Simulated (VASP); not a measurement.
Here is a VASP 6.6.1 calculation.

The input INCAR:

```
SYSTEM = Re
PREC = Accurate ; ENCUT = 520
EDIFF = 1E-6 ; ISMEAR = -1
SIGMA = 0.05 ; LREAL = .False.
LASPH = .True. ; NELM = 150
ALGO = Normal ; ISIF = 2
LWAVE = .False. ; LCHARG = .False.
LNONCOLLINEAR = .True. ; MAGMOM = 0 0 0 0 0 0
LORBIT = 11 ; LSORBIT = .True.
GGA_COMPAT = .False. ; LORBMOM = .True.
LMAXMIX = 4 ; GGA = CA
NBANDS = 26
```

File KPOINTS:

```
regular mesh
0
Gamma
  8 8 5
  0 0 0
```

The input POSCAR:

```
Re
1.0
    2.7608000000      0.0000000000      0.0000000000
   -1.3804000000      2.3909229348      0.0000000000
    0.0000000000      0.0000000000      4.4582000000
Re
2
Direct
    0.6666666667      0.3333333333      0.7500000000
    0.3333333333      0.6666666667      0.2500000000
```

Potentials or basis: VASP PAW LDA potentials, release 64 (Re).

Launch:

```bash
$ cat potpaw_LDA.64/Re/POTCAR > POTCAR
$ mpirun -np 1 vasp_ncl > vasp.out
```

(1) Estimate the net moment.

(2) Estimate the pressure.

## Answers

(1) 0.00 μB per cell.

(2) -8.2 GPa.

Caveat: the cell stands under tension.
